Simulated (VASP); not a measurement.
A run of VASP 6.6.1 is set up as follows.

INCAR

```
SYSTEM = Tm3BF
PREC     = Accurate       ! precision mode
ENCUT    = 600            ! plane-wave cutoff, eV
EDIFF    = 1E-6           ! SCF threshold, eV
ISMEAR   = 0              ! smearing method
SIGMA    = 0.1            ! smearing width, eV
LREAL    = .FALSE.        ! projectors in reciprocal space
LASPH    = .TRUE.         ! aspherical terms in the spheres
NELM     = 200            ! most SCF steps
ALGO     = Normal         ! electronic algorithm
ISIF     = 2              ! what is computed and relaxed
LWAVE    = .FALSE.        ! write WAVECAR
LCHARG   = .TRUE.         ! write CHGCAR
GGA      = PE             ! functional
LELF     = .TRUE.         ! ELF
LVHAR    = .TRUE.       
NBANDS   = 26             ! bands
GGA_COMPAT= .FALSE.      
LMAXMIX  = 6              ! l up to which the mixer works
```

Contents of KPOINTS:

```
regular mesh
0
G
  4 4 6
  0 0 0
```

Contents of POSCAR:

```
Tm3BF
1.0
    5.8755078583      0.0000000000      0.0000000000
    0.0000000000      5.8755078583      0.0000000000
    0.0000000000      0.0000000000      4.0278129018
Tm B F
3 1 1
Direct
    0.0000000000      0.5000000000      0.0000000000
    0.5000000000      0.0000000000      0.0000000000
    0.0000000000      0.0000000000      0.0000000000
    0.5000000000      0.5000000000      0.5000000000
    0.0000000000      0.0000000000      0.5000000000
```

Potentials or basis: VASP PAW PBE potentials, release 64 (Tm_3, B, F), 4f in core.

Launch:

```console
$ cat potpaw_PBE.64/Tm_3/POTCAR potpaw_PBE.64/B/POTCAR potpaw_PBE.64/F/POTCAR > POTCAR
$ mpirun -np 1 vasp_std > vasp.out
```

Problem. What does it give for the pressure?

Solution. 0.6 GPa.

Problem. What does it give for the band gap on the k mesh?

Solution. Zero (an odd number of electrons rules out a gap without spin polarisation).

Stress tensor (GPa, compression positive):
```
0.23 0.00 0.00
0.00 0.23 0.00
0.00 0.00 1.47
```

Caveat: spin-orbit coupling is left out, which moves the levels of the heavy elements; the 4f electrons are frozen in the core, so they carry no moment and show no levels; an odd number of electrons without spin polarisation forces a metal; a magnetic or distorted state may lie lower; the run has no spin polarisation, though such a crystal can be magnetic. With open d or f shells a metallic result of PBE can be an artefact of self-interaction; +U or a hybrid may open a gap.
